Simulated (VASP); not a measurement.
Input of a VASP 6.6.1 run:

Contents of POSCAR:

```
HfRh3
1.0
    3.9157846564      0.0000000000      0.0000000000
    0.0000000000      3.9157846564      0.0000000000
    0.0000000000      0.0000000000      3.9157846564
Hf Rh
1 3
Direct
    0.0000000000      0.0000000000      0.0000000000
    0.5000000000      0.0000000000      0.5000000000
    0.0000000000      0.5000000000      0.5000000000
    0.5000000000      0.5000000000      0.0000000000
```

INCAR.step1

```
SYSTEM = HfRh3
PREC = Accurate
ENCUT = 520
ISMEAR = 0
SIGMA = 0.1
LREAL = .FALSE.
LASPH = .TRUE.
NELM = 100
NBANDS = 36
GGA = PE
ALGO = Normal
EDIFF = 1E-4
LWAVE = .TRUE.
LCHARG = .FALSE.
```

The input INCAR.step2:

```
SYSTEM = HfRh3
PREC = Accurate
ENCUT = 520
EDIFF = 1E-6
ISMEAR = 0
SIGMA = 0.1
LREAL = .FALSE.
LASPH = .TRUE.
NELM = 100
ALGO = Normal
ISIF = 2
LWAVE = .FALSE.
LCHARG = .FALSE.
METAGGA = R2SCAN
LMIXTAU = .TRUE.
NBANDS = 36
ISTART = 1
```

File KPOINTS:

```
Automatic mesh
0
G
  12 12 12
  0 0 0
```

Potentials or basis: VASP PAW PBE potentials, release 64 (Hf_pv, Rh_pv).

The run is started by

```console
$ cat potpaw_PBE.64/Hf_pv/POTCAR potpaw_PBE.64/Rh_pv/POTCAR > POTCAR
$ cp INCAR.step1 INCAR
$ mpirun -np 1 vasp_std > vasp.out
$ cp INCAR.step2 INCAR
$ mpirun -np 1 vasp_std > vasp.out
```

(1) Predict the pressure.

## Answers

(1) -0.4 GPa.

Caveat: the PAW data sets were made with another functional, which shifts forces and pressure a little.
